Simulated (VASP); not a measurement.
Input of a VASP 6.6.1 run:

File INCAR:

```
SYSTEM = Ge
  ALGO = Normal
  EDIFF = 1E-6
  ENCUT = 520
  GGA = PE
  ISIF = 2
  ISMEAR = -1
  LASPH = .True.
  LCHARG = .False.
  LREAL = .False.
  LWAVE = .False.
  NBANDS = 21
  NELM = 100
  PREC = Accurate
  SIGMA = 0.05
```

Contents of KPOINTS:

```
k-points
0
Gamma
  10 10 10
  0 0 0
```

Contents of POSCAR:

```
Ge
1.0
    0.0282877000      2.8429138500      2.8429138500
    2.8429138500      0.0282877000      2.8429138500
    2.8429138500      2.8429138500      0.0282877000
Ge
2
Direct
    0.5000000000      0.5000000000      0.5000000000
    0.7500000000      0.7500000000      0.7500000000
```

Potentials or basis: VASP PAW PBE potentials, release 64 (Ge_d).

The run is started by

```bash
$ cat potpaw_PBE.64/Ge_d/POTCAR > POTCAR
$ mpirun -np 1 vasp_std > vasp.out
```

**Question.** What does it give for the pressure?

**Answer.** 3.6 GPa.

**Question.** Predict the largest force.

**Answer.** 0.151 eV/Å.

Stress tensor (GPa, compression positive):
```
 3.63 -0.84 -0.84
-0.84  3.63 -0.84
-0.84 -0.84  3.63
```

Caveat: the cell differs from its parent crystal (equal xy, yz and zx shear strains of +1 %); the cell stands under pressure.
